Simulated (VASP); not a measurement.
# Rh (P6_3/mmc) in VASP: notebook, part 2 of 2

VASP 6.6.1.

**3. Single point, PBE, collinear spin, ferromagnetic start (15.79 Å³/atom)**

This run uses another cell than the first one, of 15.79 Å³/atom.

INCAR reads:

```
SYSTEM = Rh
PREC = Accurate
ENCUT = 500
EDIFF = 1E-6
ISMEAR = 0
SIGMA = 0.15
LREAL = .FALSE.
LASPH = .TRUE.
NELM = 200
ALGO = Normal
ISIF = 2
LWAVE = .FALSE.
LCHARG = .TRUE.
ISPIN = 2
MAGMOM = 0.5 0.5
LORBIT = 11
NUPDOWN = 1.0
LMAXMIX = 4
GGA = PE
LELF = .TRUE.
LVHAR = .TRUE.
NBANDS = 26
GGA_COMPAT = .FALSE.
```

KPOINTS reads:

```
Automatic mesh
0
G
  21 21 12
  0 0 0
```

POSCAR reads:

```
Rh
1.0
    2.8297519717      0.0000000000      0.0000000000
   -1.4148759859      2.4506370939      0.0000000000
    0.0000000000      0.0000000000      4.5539132325
Rh
2
Direct
    0.6666666667      0.3333333333      0.7500000000
    0.3333333333      0.6666666667      0.2500000000
```

Potentials or basis: VASP PAW PBE potentials, release 64 (Rh_pv).

The run is started by

```sh
cat potpaw_PBE.64/Rh_pv/POTCAR > POTCAR
mpirun -np 1 vasp_std > vasp.out
```

Run time: 9.6 min. Hardware: 1 thread of Oxide Virtual Turin-like, shared host; peak memory 0.4 GiB.

Results (log left out):

```
Free energy                                           : -14.1887 eV
Pressure                                              : -20.1 GPa
Net moment                                            : 1.00 μB per cell
Site moments                                          : Rh +0.51 μB
Valence electrons inside the program's atomic spheres : Rh 13.58
```

Stress tensor (GPa, compression positive):
```
-19.95   0.00   0.00
  0.00 -19.95   0.00
  0.00   0.00 -20.54
```

Caveat: the cell stands under tension; the total moment is fixed, so each spin has its own Fermi level and the state may be an excited one.

**4. Single point, PBE, collinear spin, ferromagnetic start (12.41 Å³/atom)**

This run uses another cell than the first one, of 12.41 Å³/atom.

INCAR reads:

```
ALGO     = Normal         # electronic algorithm
EDIFF    = 1E-6           # SCF threshold, eV
ENCUT    = 500            # plane-wave cutoff, eV
GGA      = PE             # functional
GGA_COMPAT= False        
ISIF     = 2              # what is computed and relaxed
ISMEAR   = 0              # smearing method
ISPIN    = 2              # spin polarisation
LASPH    = True           # aspherical terms in the spheres
LCHARG   = False          # write CHGCAR
LMAXMIX  = 4              # l up to which the mixer works
LORBIT   = 11             # projections on sites
LREAL    = False          # projectors in reciprocal space
LWAVE    = False          # write WAVECAR
MAGMOM   = 0.75 0.75      # initial moments
NBANDS   = 26             # bands
NELM     = 200            # most SCF steps
NUPDOWN  = 1.5            # fixed moment
PREC     = Accurate       # precision mode
SIGMA    = 0.15           # smearing width, eV
```

KPOINTS reads:

```
k-points
0
Gamma
  21 21 12
```

POSCAR reads:

```
Rh
1.0
    2.6112187483      0.0000000000      0.0000000000
   -1.3056093742      2.2613817708      0.0000000000
    0.0000000000      0.0000000000      4.2022282270
Rh
2
Direct
    0.6666666667      0.3333333333      0.7500000000
    0.3333333333      0.6666666667      0.2500000000
```

The run is started by

```sh
cat potpaw_PBE.64/Rh_pv/POTCAR > POTCAR
mpirun -np 1 vasp_std > vasp.out
```

Run time: 4.1 min. Hardware: 1 thread of Oxide Virtual Turin-like, shared host; peak memory 0.33 GiB.

The run converged. Its results:

| Quantity | Value |
| --- | --- |
| Free energy | -13.8423 eV |
| Pressure | 50.0 GPa |
| Net moment | 1.50 μB per cell |
| Site moments | Rh +0.74 μB |
| Valence electrons inside the program's atomic spheres | Rh 14.01 |

Stress tensor (GPa, compression positive):
```
49.32  0.00  0.00
 0.00 49.32  0.00
 0.00  0.00 51.24
```

Caveat: the cell stands under pressure; the total moment is fixed, so each spin has its own Fermi level and the state may be an excited one.

**5. Single point, PBE, collinear spin, ferromagnetic start (13.25 Å³/atom)**

This run uses another cell than the first one, of 13.25 Å³/atom.

INCAR reads:

```
  PREC = Accurate
  ENCUT = 500
  EDIFF = 1E-6
  ISMEAR = 0
  SIGMA = 0.15
  LREAL = False
  LASPH = True
  NELM = 200
  ALGO = Normal
  ISIF = 2
  LWAVE = False
  LCHARG = False
  ISPIN = 2
  MAGMOM = 0.375 0.375
  LORBIT = 11
  NUPDOWN = 0.75
  LMAXMIX = 4
  GGA = PE
  NBANDS = 26
  GGA_COMPAT = False
```

KPOINTS reads:

```
Automatic mesh
0
Gamma
  21 21 12
```

POSCAR reads:

```
Rh
1.0
    2.6692693142      0.0000000000      0.0000000000
   -1.3346346571      2.3116550356      0.0000000000
    0.0000000000      0.0000000000      4.2956488669
Rh
2
Direct
    0.6666666667      0.3333333333      0.7500000000
    0.3333333333      0.6666666667      0.2500000000
```

Potentials or basis: VASP PAW PBE potentials, release 64 (Rh_pv).

The run is started by

```sh
cat potpaw_PBE.64/Rh_pv/POTCAR > POTCAR
mpirun -np 1 vasp_std > vasp.out
```

OUTCAR:

```text
PREC = Accurate
   ENCUT = 500
   EDIFF = 1E-6
   ISMEAR = 0
   LREAL = False
   LASPH = True
   NELM = 200
   ISIF = 2
   ISPIN = 2
   LORBIT = 11
   NUPDOWN = 0.75
   GGA = PE

 ion  position               nearest neighbor table
   1  0.667  0.333  0.750-   2 2.64   2 2.64   2 2.64   2 2.64   2 2.64   2 2.64
   2  0.333  0.667  0.250-   1 2.64   1 2.64   1 2.64   1 2.64   1 2.64   1 2.64

  LATTYP: Found a hexagonal cell.
 ALAT       =     2.6692693142
 C/A-ratio  =     1.6092976621

  Lattice vectors:

[... 1611 lines left out ...]
  external PRESSURE =     196.7621102 kB  Pullay stress =       0.0000000 kB

 VOLUME and BASIS-vectors are now :
 -----------------------------------------------------------------------------
  energy-cutoff  :      500.00
  volume of cell :       26.51
      direct lattice vectors                 reciprocal lattice vectors
     2.669269314  0.000000000  0.000000000     0.374634360  0.216295248  0.000000000
    -1.334634657  2.311655036  0.000000000     0.000000000  0.432590497  0.000000000
     0.000000000  0.000000000  4.295648867     0.000000000  0.000000000  0.232793701

 POSITION                                       TOTAL-FORCE (eV/Angst)
 -----------------------------------------------------------------------------------
      1.33463      0.77055      3.22174         0.000000     -0.000000      0.000000
     -0.00000      1.54110      1.07391         0.000000      0.000000      0.000000
 -----------------------------------------------------------------------------------
    total drift:                               -0.000000      0.000000     -0.000000

  FREE ENERGIE OF THE ION-ELECTRON SYSTEM (eV)
  ---------------------------------------------------
  free  energy   TOTEN  =       -14.3293414171 eV

  energy  without entropy=      -14.2927577948  energy(sigma->0) =      -14.31104961

 total charge

# of ion       s       p       d       tot
------------------------------------------
    1        0.426   6.326   7.109  13.860
    2        0.426   6.326   7.109  13.860
--------------------------------------------------
tot          0.851  12.652  14.217  27.721

 magnetization (x)

# of ion       s       p       d       tot
------------------------------------------
    1       -0.000  -0.001   0.375   0.374
    2       -0.000  -0.001   0.375   0.374
--------------------------------------------------
tot         -0.001  -0.002   0.751   0.748
```

OSZICAR:

```text
N       E                     dE             d eps       ncg     rms          rms(c)
DAV:   1     0.329597218525E+03    0.32960E+03   -0.17435E+04 35152   0.129E+03
DAV:   2    -0.657447795618E+01   -0.33617E+03   -0.32175E+03 35970   0.418E+02
DAV:   3    -0.152085862277E+02   -0.86341E+01   -0.85638E+01 39578   0.743E+01
DAV:   4    -0.152623280820E+02   -0.53742E-01   -0.53722E-01 39960   0.586E+00
DAV:   5    -0.152630239713E+02   -0.69589E-03   -0.69545E-03 42272   0.689E-01    0.163E+01
DAV:   6    -0.143704431415E+02    0.89258E+00   -0.14897E+00 37894   0.128E+01    0.621E+00
DAV:   7    -0.143353885492E+02    0.35055E-01   -0.12465E-01 43350   0.251E+00    0.251E+00
DAV:   8    -0.143283869671E+02    0.70016E-02   -0.99997E-03 38948   0.929E-01    0.960E-01
DAV:   9    -0.143294127790E+02   -0.10258E-02   -0.70052E-04 42900   0.250E-01    0.138E-01
DAV:  10    -0.143293473221E+02    0.65457E-04   -0.94911E-05 40872   0.958E-02    0.212E-02
DAV:  11    -0.143293418029E+02    0.55192E-05   -0.54810E-06 42956   0.230E-02    0.123E-02
DAV:  12    -0.143293414171E+02    0.38581E-06   -0.11373E-06 30552   0.979E-03
   1 F= -.14329341E+02 E0= -.14311050E+02  d E =-.365836E-01  mag=     0.7500
```

Run time: 4.2 min. Hardware: 1 thread of Oxide Virtual Turin-like, shared host; peak memory 0.34 GiB.

What came out:

```
Free energy                                           : -14.3293 eV
Pressure                                              : 19.7 GPa
Net moment                                            : 0.75 μB per cell
Site moments                                          : Rh +0.37 μB
Valence electrons inside the program's atomic spheres : Rh 13.86
```

Stress tensor (GPa, compression positive):
```
19.37  0.00  0.00
 0.00 19.37  0.00
 0.00  0.00 20.28
```

Caveat: the cell stands under pressure; the total moment is fixed, so each spin has its own Fermi level and the state may be an excited one.

**6. Overview**

```csv
fixed moment (μB),cell,pressure (GPa),moment (μB)
1.0,"a = 2.725, b = 2.725, c = 4.385 Å, angles 90.0, 90.0, 120.0°, 2 atoms",1.7,1.00
1.0,"a = 2.830, b = 2.830, c = 4.554 Å, angles 90.0, 90.0, 120.0°, 2 atoms",-20.1,1.00
1.5,"a = 2.611, b = 2.611, c = 4.202 Å, angles 90.0, 90.0, 120.0°, 2 atoms",50.0,1.50
0.75,"a = 2.669, b = 2.669, c = 4.296 Å, angles 90.0, 90.0, 120.0°, 2 atoms",19.7,0.75
```

Alike in all rows: task single point; level PBE; potentials or basis VASP PAW PBE potentials, release 64 (Rh_pv); spin collinear, ferromagnetic start; k mesh 21 × 21 × 12; cutoff (eV) 500; smearing gaussian 0.15 eV.

Caveats: the total moment is fixed, so each spin has its own Fermi level and the state may be an excited one; the cell stands under pressure (at least some runs); the cell stands under tension (at least some runs).

Total energies depend on the potentials used, so only differences within one code and one set of settings carry meaning.
